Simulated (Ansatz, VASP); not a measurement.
**One calculation of TiN, two programs**

The input INCAR:

```
ALGO = Normal
EDIFF = 1E-6
ENCUT = 600
GGA = PS
GGA_COMPAT = F
ISIF = 2
ISMEAR = 0
IVDW = 13
LASPH = T
LCHARG = T
LELF = T
LREAL = F
LVHAR = T
LWAVE = F
NBANDS = 16
NELM = 120
PREC = Accurate
SIGMA = 0.1
```

File KPOINTS:

```
k-points
0
Gamma
  8 8 8
```

The input POSCAR:

```
TiN
1.0
    0.0000000000      2.1050000000      2.1050000000
    2.1050000000      0.0000000000      2.1050000000
    2.1050000000      2.1050000000      0.0000000000
Ti N
1 1
Direct
    0.0000000000      0.0000000000      0.0000000000
    0.5000000000      0.5000000000      0.5000000000
```

Input for Ansatz:

```yaml
crystal:
  lattice:
    - [0.0, 2.105, 2.105]
    - [2.105, 0.0, 2.105]
    - [2.105, 2.105, 0.0]
  atoms:
    - { symbol: Ti, position: [0.0, 0.0, 0.0] }
    - { symbol: "N", position: [0.5, 0.5, 0.5] }
basis:
  ecutwfc: 550.0
kpoints:
  mp_grid: { grid: [8, 8, 8] }
hamiltonian:
  xc: pbesol
  dispersion: d4
  pseudopotentials: { kind: paw, azcp: { folder: soft_1 } }
scf:
  occupations: { method: gaussian, width: 0.1 }
output:
  forces: true
  stress: true
  eigenvalues: true
```

Alike in both runs: task single point; functional PBEsol; dispersion D4; k mesh 8 × 8 × 8; occupations gaussian, width 0.1 eV; no spin polarisation.

|  | VASP | Ansatz |
| --- | --- | --- |
| version | VASP 6.6.1 | Ansatz 0.2.0 |
| potentials or method | VASP PAW PBE potentials, release 64 (Ti_sv, N), cutoff 600 eV | scalar-relativistic, plane waves, PAW |
| valence electrons in the cell | 17 | 17 |

|  | VASP | Ansatz | Ansatz less VASP |
| --- | --- | --- | --- |
| gap on the k mesh at the Fermi level (eV) | none | none | - |
| pressure (GPa) | -4.8 | -5.1 | -0.36 |

VASP's potentials were made for PBE, not for PBEsol, and Ansatz warns of the same on its side. A gap of «none» marks a metal or a gap that the smearing closes.
